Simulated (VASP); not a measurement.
Hf:

```
CELL_PARAMETERS angstrom
3.11840 0.00000 0.00000
-1.55920 2.70061 0.00000
0.00000 0.00000 4.94755
ATOMIC_POSITIONS crystal
Hf 0.33333 0.66667 0.25000
Hf 0.66667 0.33333 0.75000
```

Base run:

```yaml
Program: VASP 6.6.1
Functional: LDA
Potentials_or_basis: VASP PAW LDA potentials, release 64 (Hf_pv)
Cutoff: 520 eV
k_mesh: 12 × 12 × 7
Occupations: methfessel-paxton, width 0.03 eV
Spin: no spin polarisation
```

Its results: band gap on the k mesh zero (bands 10 and 11 overlap by 1.41 eV); pressure 0.2 GPa.

Q: The run is repeated on the same cell with these changes: occupations from methfessel-paxton, width 0.03 eV to fermi-dirac, width 0.6 eV. What comes out?

A: Band gap on the k mesh zero (bands 10 and 11 overlap by 1.40 eV); pressure 4.9 GPa.

Caveats: spin-orbit coupling is left out, which moves the levels of the heavy elements; the cell stands under pressure (at least some runs); so wide a smearing shifts energies and pressures (at least some runs).
